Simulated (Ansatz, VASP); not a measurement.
## Mo in VASP and in Ansatz

```xyz
1
Lattice="-1.5807 1.5807 1.5807 1.5807 -1.5807 1.5807 1.5807 1.5807 -1.5807" Properties=species:S:1:pos:R:3 pbc="T T T"
Mo    0.0000    0.0000    0.0000
```

Alike in both runs: functional PBE; k mesh 17 × 17 × 17; occupations methfessel-paxton of order 1, width 0.1 eV; no spin polarisation.

Ansatz relaxed the structure, and its values are those at the end. VASP's run is a single point on that final structure, the one shown.

```csv
,VASP,Ansatz
version,VASP 6.6.1,Ansatz 0.2.0
potentials or method,"VASP PAW PBE potentials, release 64 (Mo_sv), cutoff 500 eV",plane-wave PAW DFT
valence electrons in the cell,14,14
```

Ansatz gave:

```
pressure (GPa) : 0.0
```

Q: What did VASP give for the same quantities?

A: Pressure (GPa): 0.5.

The functional is the same, so the differences come from potentials, cutoffs and numerics.
